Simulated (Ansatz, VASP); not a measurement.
**CsO2: VASP beside Ansatz**

The input INCAR:

```
ALGO = Normal ; EDIFF = 1E-6
ENCUT = 520 ; ISIF = 2
ISMEAR = -1 ; LASPH = True
LCHARG = False ; LREAL = False
LWAVE = False ; NBANDS = 18
NELM = 80 ; PREC = Accurate
SIGMA = 0.15
```

The input KPOINTS:

```
k-points
0
Gamma
  8 8 8
```

POSCAR

```
CsO2
1.0
   -2.2385000000      2.2385000000      3.6750000000
    2.2385000000     -2.2385000000      3.6750000000
    2.2385000000      2.2385000000     -3.6750000000
Cs O
1 2
Direct
    0.0000000000      0.0000000000      0.0000000000
    0.4189000000      0.4189000000      0.0000000000
    0.5811000000      0.5811000000      0.0000000000
```

Input for Ansatz:

```yaml
crystal:
  lattice:
    - [-2.2385, 2.2385, 3.675]
    - [2.2385, -2.2385, 3.675]
    - [2.2385, 2.2385, -3.675]
  atoms:
    - { symbol: Cs, position: [0.0, 0.0, 0.0] }
    - { symbol: O, position: [0.4189, 0.4189, 0.0] }
    - { symbol: O, position: [0.5811, 0.5811, 0.0] }
basis:
  ecutwfc: 435.382179935808
kpoints:
  mp_grid:
    grid: [8, 8, 8]
    shift: [0.0, 0.0, 0.0]
hamiltonian:
  xc: lda
  pseudopotentials:
    kind: paw
scf:
  occupations:
    method: fermi_dirac
    width: 0.15
output:
  forces: true
  eigenvalues: true
```

Alike in both runs: task single point; functional LDA; k mesh 8 × 8 × 8; occupations fermi-dirac, width 0.15 eV; no spin polarisation.

```csv
,VASP,Ansatz
version,VASP 6.6.1,Ansatz 0.2.0
potentials or method,"VASP PAW LDA potentials, release 64 (Cs_sv, O), cutoff 520 eV","plane waves, PAW"
valence electrons in the cell,21,21
```

```tsv
	VASP	Ansatz	Ansatz less VASP
gap on the k mesh at the Fermi level (eV)	none	none	-
rms of the force components (eV/Å)	4.601	3.707	-0.8939
```

LDA's correlation is that of Perdew and Zunger in VASP and of Perdew and Wang (1992) in Ansatz. Atom by atom the forces differ by 0.894 eV/Å (rms over components). A gap of «none» marks a metal or a gap that the smearing closes.

Neither program's run includes spin-orbit coupling. Noted on VASP's run: the standard files for N, O and F lose accuracy on very short bonds.
